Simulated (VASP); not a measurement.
# Ag in VASP: single point with PBE+D3(BJ)

Aim: the single point of Ag with PBE+D3(BJ).

Program: VASP 6.6.1. These are calculated values, not measurements. Logs are shortened: lines on timing, memory, paths and dates and some standing lists are left out, and cuts for length are marked.

### 1 The cell of the first run

The cell holds a slab with vacuum, 12 atoms: a = 4.989 Å, b = 4.989 Å, c = 24.055 Å, α = 90.00°, β = 90.00°, γ = 120.00°.

### 2 Single point, PBE+D3(BJ)

File INCAR:

```
ALGO = Normal
DIPOL = 0.5 0.5 0.500
EDIFF = 1E-6
ENCUT = 520
GGA = PE
IDIPOL = 3
ISIF = 2
ISMEAR = 0
IVDW = 12
LASPH = True
LCHARG = False
LDIPOL = True
LREAL = False
LWAVE = False
NBANDS = 78
NELM = 60
PREC = Accurate
SIGMA = 0.1
```

File KPOINTS:

```
k-points
0
Gamma
  6 6 1
```

File POSCAR:

```
Ag
1.0
    4.9888483875      0.0000000000      0.0000000000
   -2.4944241938      4.3204694392      0.0000000000
    0.0000000000      0.0000000000     24.0552970503
Ag
12
Direct
    0.0000000000      0.3333333333      0.3533525270
    0.3333333333      0.0000000000      0.3533525270
    0.6666666667      0.6666666667      0.3533525270
    0.3333333333      0.3333333333      0.4511175090
    0.6666666667      0.0000000000      0.4511175090
    0.0000000000      0.6666666667      0.4511175090
    0.6666666667      0.3333333333      0.5482749275
    0.0000000000      0.0000000000      0.5482749275
    0.3333333333      0.6666666667      0.5482749275
    0.0000000000      0.3333333333      0.6463998956
    0.3333333333      0.0000000000      0.6463998956
    0.6666666667      0.6666666667      0.6463998956
```

Potentials or basis: VASP PAW PBE potentials, release 64 (Ag).

Started as:

```
> cat potpaw_PBE.64/Ag/POTCAR > POTCAR
> mpirun -np 1 vasp_std > vasp.out
```

OUTCAR:

```text
EDIFF = 1E-6
   ENCUT = 520
   GGA = PE
   ISIF = 2
   ISMEAR = 0
   IVDW = 12
   LASPH = True
   LREAL = False
   NELM = 60
   PREC = Accurate
 IVDW          = 12

 ion  position               nearest neighbor table
   1  0.000  0.333  0.353-   5 2.88   4 2.88   3 2.88   2 2.88   6 2.88   3 2.88   2 2.88   2 2.88
                             3 2.88
   2  0.333  0.000  0.353-   6 2.88   4 2.88   3 2.88   1 2.88   5 2.88   1 2.88   1 2.88   3 2.88
                             3 2.88
   3  0.667  0.667  0.353-   6 2.88   5 2.88   2 2.88   1 2.88   4 2.88   1 2.88   2 2.88   2 2.88
                             1 2.88
   4  0.333  0.333  0.451-   8 2.87   7 2.87   9 2.87   1 2.88   2 2.88   5 2.88   6 2.88   3 2.88
                             6 2.88   5 2.88   6 2.88   5 2.88
   5  0.667  0.000  0.451-   8 2.87   7 2.87   9 2.87   1 2.88   3 2.88   4 2.88   6 2.88   2 2.88
                             6 2.88   4 2.88   6 2.88   4 2.88
   6  0.000  0.667  0.451-   9 2.87   8 2.87   7 2.87   2 2.88   3 2.88   4 2.88   5 2.88   1 2.88
                             5 2.88   4 2.88   5 2.88   4 2.88
   7  0.667  0.333  0.548-   5 2.87   6 2.87   4 2.87   9 2.88   9 2.88   8 2.88   8 2.88   8 2.88
                             9 2.88  10 2.89  11 2.89  12 2.89
   8  0.000  0.000  0.548-   4 2.87   5 2.87   6 2.87   7 2.88   9 2.88   7 2.88   9 2.88   7 2.88
                             9 2.88  12 2.89  11 2.89  10 2.89
   9  0.333  0.667  0.548-   6 2.87   5 2.87   4 2.87   7 2.88   7 2.88   8 2.88   8 2.88   8 2.88
[... 14 lines left out ...]
 A1 = (   4.9888483875,   0.0000000000,   0.0000000000)
 A2 = (  -2.4944241938,   4.3204694392,   0.0000000000)
 A3 = (   0.0000000000,   0.0000000000,  24.0552970503)

Analysis of symmetry for initial positions (statically):
=====================================================================
 Subroutine PRICEL returns following result:

  LATTYP: Found a hexagonal cell.
 ALAT       =     2.8803129592
 C/A-ratio  =     8.3516261571

  Lattice vectors:

 A1 = (  -2.4944241932,  -1.4401564800,   0.0000000000)
 A2 = (   2.4944241935,  -1.4401564796,   0.0000000000)
 A3 = (   0.0000000000,   0.0000000000,  24.0552970503)

   3 primitive cells build up your supercell.

 Routine SETGRP: Setting up the symmetry group for a
 hexagonal supercell.

 Subroutine GETGRP returns: Found  6 space group operations
 (whereof  6 operations were pure point group operations)
 out of a pool of 24 trial point group operations.

The static configuration has the point symmetry C_3v.

Analysis of symmetry for dynamics (positions and initial velocities):
=====================================================================
 Subroutine PRICEL returns following result:

  LATTYP: Found a hexagonal cell.
 ALAT       =     2.8803129592
 C/A-ratio  =     8.3516261571

  Lattice vectors:

 A1 = (  -2.4944241932,  -1.4401564800,   0.0000000000)
 A2 = (   2.4944241935,  -1.4401564796,   0.0000000000)
 A3 = (   0.0000000000,   0.0000000000,  24.0552970503)

   3 primitive cells build up your supercell.

 Routine SETGRP: Setting up the symmetry group for a
 hexagonal supercell.

 Subroutine GETGRP returns: Found  6 space group operations
 (whereof  6 operations were pure point group operations)
 out of a pool of 24 trial point group operations.

The dynamic configuration has the point symmetry C_3v.

 Subroutine INISYM returns: Found  6 space group operations
 (whereof  6 operations are pure point group operations),
 and found     3 'primitive' translations

----------------------------------------------------------------------------------------

                                     Primitive cell

  volume of cell :     172.8306

  direct lattice vectors                    reciprocal lattice vectors
    -2.494424193 -1.440156480  0.000000000    -0.200447062 -0.347184495  0.000000000
     2.494424194 -1.440156480  0.000000000     0.200447062 -0.347184495  0.000000000
     0.000000000  0.000000000 24.055297050     0.000000000  0.000000000  0.041570886

  length of vectors
     2.880312959  2.880312959 24.055297050     0.400894123  0.400894123  0.041570886

  position of ions in fractional coordinates (direct lattice)
     0.666666667  0.333333333  0.353352527
     0.333333333  0.666666667  0.451117509
     0.000000000  0.000000000  0.548274928
     0.666666667  0.333333333  0.646399896
[... 22 lines left out ...]

  Length of vectors
     0.038576055  0.038576055  0.041570886

  Shift w.r.t. Gamma in fractional coordinates (k-lattice)
     0.000000000  0.000000000  0.000000000

 Subroutine IBZKPT returns following result:
 ===========================================

 Found      7 irreducible k-points:

 Following reciprocal coordinates:
            Coordinates               Weight
  0.000000  0.000000  0.000000      1.000000
  0.166667  0.000000  0.000000      6.000000
  0.333333  0.000000  0.000000      6.000000
  0.500000  0.000000  0.000000      3.000000
  0.166667  0.166667  0.000000      6.000000
  0.333333  0.166667  0.000000     12.000000
  0.333333  0.333333  0.000000      2.000000
   k-points           NKPTS =      7   k-points in BZ     NKDIM =      7   number of bands    NBANDS=     78
   number of dos      NEDOS =    301   number of ions     NIONS =     12
   total plane-waves  NPLWV = 288000
   dimension x,y,z NGX =    40 NGY =   40 NGZ =  180
   dimension x,y,z NGXF=    80 NGYF=   80 NGZF=  360
   ions per type =              12
   NGX,Y,Z   is equivalent  to a cutoff of  13.33, 13.33, 12.44 a.u.
   NGXF,Y,Z  is equivalent  to a cutoff of  26.66, 26.66, 24.88 a.u.
 SYSTEM =  unknown system
   PREC   = accura    normal or accurate (medium, high low for compatibility)
   ISTART =      0    job   : 0-new  1-cont  2-samecut
   ICHARG =      2    charge: 1-file 2-atom 10-const
   ISPIN  =      1    spin polarized calculation?
   LNONCOLLINEAR =      F non collinear calculations
   LSORBIT =      F    spin-orbit coupling
   LASPH  =      T    aspherical Exc in radial PAW
   ENCUT  =  520.0 eV  38.22 Ry    6.18 a.u.   9.28  9.28 44.73*2*pi/ulx,y,z
   NELM   =     60;   NELMIN=  2; NELMDL= -5     # of ELM steps
   EDIFF  = 0.1E-05   stopping-criterion for ELM
   LREAL  =      F    real-space projection
   EDIFFG = 0.1E-04   stopping-criterion for IOM
   NSW    =      0    number of steps for IOM
   IBRION =     -1    ionic relax: 0-MD 1-quasi-New 2-CG
   NFREE  =      0    steps in history (QN), initial steepest desc. (CG)
   ISIF   =      2    stress and relaxation
   ISYM   =      2    0-nonsym 1-usesym 2-fastsym
   POTIM  = 0.5000    time-step for ionic-motion
   TEBEG  =    0.0;   TEEND  =   0.0 temperature during run
   PSTRESS=    0.0 pullay stress
   NELECT =     132.0000    total number of electrons
   NUPDOWN=      -1.0000    fix difference up-down
   EMIN   =  10.00;   EMAX   =-10.00  energy-range for DOS
   EFERMI =   0.00;   METHOD = LEGACY
   ISMEAR =     0;   SIGMA  =   0.10  broadening in eV -4-tet -1-fermi 0-gaus
   EFERMI_NEDOS =   21; number of points for ismear=-14 and -15
   IALGO  =     38    algorithm
   IMIX   =      4    mixing-type and parameters
     AMIX     =   0.40;   BMIX     =  1.00
     AMIX_MAG =   1.60;   BMIX_MAG =  1.00
  volume/ion in A,a.u.               =      43.21       291.58
  Fermi-wavevector in a.u.,A,eV,Ry     =   1.037573  1.960729 14.647468  1.076559
  Thomas-Fermi vector in A             =   2.172017
   LORBIT       =      0    0 simple, 1 ext, 2 COOP (PROOUT), +10 PAW based schemes
   GGA     = PE    functional components
   LHFCALC =     F    Hartree Fock is set to
   AEXX    =    0.0000 exact exchange contribution
   IVDW    =    12    specifies the selected vdW correction
   LEPSILON=     F    determine dielectric tensor
   LRPA    =     F    only Hartree local field effects (RPA)
 non-spin polarized calculation
 Gauss-broadening in eV      SIGMA  =   0.10
  energy-cutoff  :      520.00
  volume of cell :      518.49
 maximum number of plane-waves:     13992
 NGX is ok and might be reduce to    40
   NGX = 19   NGY = 19   NGZ = 89

 dipolmoment           0.000000      0.000000     -0.000338 electrons x Angstroem

 number of electron     132.0000016 magnetization

 dipolmoment           0.000000      0.000000      0.000486 electrons x Angstroem

 Free energy of the ion-electron system (eV)
  ---------------------------------------------------
  ext. energy  EPLUGINS =         0.00000000
  ---------------------------------------------------
  free energy    TOTEN  =       -30.52670206 eV

  energy without entropy =      -30.49846083  energy(sigma->0) =      -30.51258145

 E-fermi :   0.6349     XC(G=0):  -5.4967

 val. band max:        0.6279384333   @ k =   0.1667   0.1667   0.0000
 cond. band min:       0.6543998176   @ k =   0.3333   0.1667   0.0000
 fundamental gap:      0.0264613843
 Fermi energy:         0.6349079776

 k-point     1 :       0.0000    0.0000    0.0000
  band No.  band energies     occupation
      1      -6.7852      2.00000
      2      -5.8843      2.00000
      3      -5.5985      2.00000
      4      -5.4311      2.00000
      5      -4.9742      2.00000
      6      -4.9742      2.00000
[... 556 lines left out ...]
     77       6.9314      0.00000
     78       6.9314      0.00000

------------------------ aborting loop because EDIFF is reached ----------------------------------------

 vacuum level on the upper side and lower side of the slab       (xc-potential included)        -0.103        -0.108

 Edisp (eV)   -5.43119

 E8    (eV) :    -2.4557

  FORCE on cell =-STRESS in cart. coord.  units (eV):
  Direction    XX          YY          ZZ          XY          YZ          ZX
  --------------------------------------------------------------------------------------
  -------------------------------------------------------------------------------------
  Total      -1.60796    -1.60796    -0.03830     0.00000     0.00000     0.00000
  in kB      -4.96870    -4.96870    -0.11835     0.00000     0.00000     0.00000
  external pressure =       -3.35 kB  Pullay stress =        0.00 kB

 VOLUME and BASIS-vectors are now :
 -----------------------------------------------------------------------------
  energy-cutoff  :      520.00
  volume of cell :      518.49
      direct lattice vectors                 reciprocal lattice vectors
     4.988848388  0.000000000  0.000000000     0.200447062  0.115728165  0.000000000
    -2.494424194  4.320469439  0.000000000     0.000000000  0.231456330  0.000000000
     0.000000000  0.000000000 24.055297050     0.000000000  0.000000000  0.041570886

 POSITION                                       TOTAL-FORCE (eV/Angst)
 -----------------------------------------------------------------------------------
     -0.83147      1.44016      8.50000        -0.000000     -0.000000     -0.022134
      1.66295      0.00000      8.50000         0.000000     -0.000000     -0.022134
      1.66295      2.88031      8.50000        -0.000000     -0.000000     -0.022134
      0.83147      1.44016     10.85177         0.000000      0.000000      0.026472
      3.32590      0.00000     10.85177         0.000000     -0.000000      0.026472
     -1.66295      2.88031     10.85177        -0.000000     -0.000000      0.026472
      2.49442      1.44016     13.18892        -0.000000     -0.000000      0.001086
      0.00000      0.00000     13.18892        -0.000000     -0.000000      0.001086
     -0.00000      2.88031     13.18892        -0.000000     -0.000000      0.001086
     -0.83147      1.44016     15.54934         0.000000      0.000000     -0.005425
      1.66295      0.00000     15.54934         0.000000     -0.000000     -0.005425
      1.66295      2.88031     15.54934        -0.000000     -0.000000     -0.005425
 -----------------------------------------------------------------------------------
    total drift:                                0.000000      0.000000      0.001361

  FREE ENERGIE OF THE ION-ELECTRON SYSTEM (eV)
  ---------------------------------------------------
  free  energy   TOTEN  =       -35.9578927918 eV

  energy  without entropy=      -35.9296515661  energy(sigma->0) =      -35.94377218

 vacuum level on the upper side and lower side of the slab         5.019         5.015
```

Run time: 8.7 min. Hardware: 1 thread of Intel Xeon 6975P-C (Granite Rapids), shared host; peak memory 0.65 GiB.

Results:

```yaml
Free_energy: -35.9579 eV
Largest_force: 0.026 eV/Å
Band_gap_on_the_k_mesh: zero (bands 66 and 67 overlap by 3.80 eV)
Dispersion_energy_per_atom: -0.453 eV
```

Forces in eV/Å, atoms in the order of the input:
```
Ag   0.000  0.000 -0.022
Ag   0.000  0.000 -0.022
Ag   0.000  0.000 -0.022
Ag   0.000  0.000  0.026
Ag   0.000  0.000  0.026
Ag   0.000  0.000  0.026
Ag   0.000  0.000  0.001
Ag   0.000  0.000  0.001
Ag   0.000  0.000  0.001
Ag   0.000  0.000 -0.005
Ag   0.000  0.000 -0.005
Ag   0.000  0.000 -0.005
```

Levels at points of the mesh, in eV from the Fermi level:
```tsv
k point	band 63	band 64	band 65	band 66	band 67	band 68	band 69	band 70
(0.00, 0.00, 0.00)	-2.99	-0.96	0.26	3.44	3.44	3.63	3.63	3.64
(0.50, 0.00, 0.00)	-2.39	-2.39	-0.82	-0.82	0.14	0.96	1.43	1.43
```

The gap in the log of VASP goes by the Fermi energy; the results here count the filled bands.